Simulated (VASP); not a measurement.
A run of VASP 6.6.1:

INCAR

```
PREC     = Accurate       # precision mode
ENCUT    = 520            # plane-wave cutoff, eV
EDIFF    = 1E-6           # SCF threshold, eV
ISMEAR   = -1             # smearing method
SIGMA    = 0.05           # smearing width, eV
LREAL    = False          # projectors in reciprocal space
LASPH    = True           # aspherical terms in the spheres
NELM     = 80             # most SCF steps
ALGO     = Normal         # electronic algorithm
ISIF     = 2              # what is computed and relaxed
LWAVE    = False          # write WAVECAR
LCHARG   = False          # write CHGCAR
GGA      = PE             # functional
NBANDS   = 14             # bands
```

File KPOINTS:

```
Automatic mesh
0
Gamma
  13 13 13
```

Contents of POSCAR:

```
F
1.0
    0.0000000000      2.4373452414      2.4373452414
    2.4373452414      0.0000000000      2.4373452414
    2.4373452414      2.4373452414      0.0000000000
F
2
Direct
   -0.1250000000     -0.1250000000     -0.1250000000
    0.1250000000      0.1250000000      0.1250000000
```

Potentials or basis: VASP PAW PBE potentials, release 64 (F).

Run with:

```console
$ cat potpaw_PBE.64/F/POTCAR > POTCAR
$ mpirun -np 1 vasp_std > vasp.out
```

Hardware: 1 thread of Intel Xeon 8259CL, on a shared host.

Problem. Estimate the wall time of this run.

Solution. Wall time 33 s on 1 thread of Intel Xeon 8259CL, with other jobs on the host, peak memory 0.16 GiB. Counts: scf iterations 9, k points 84.
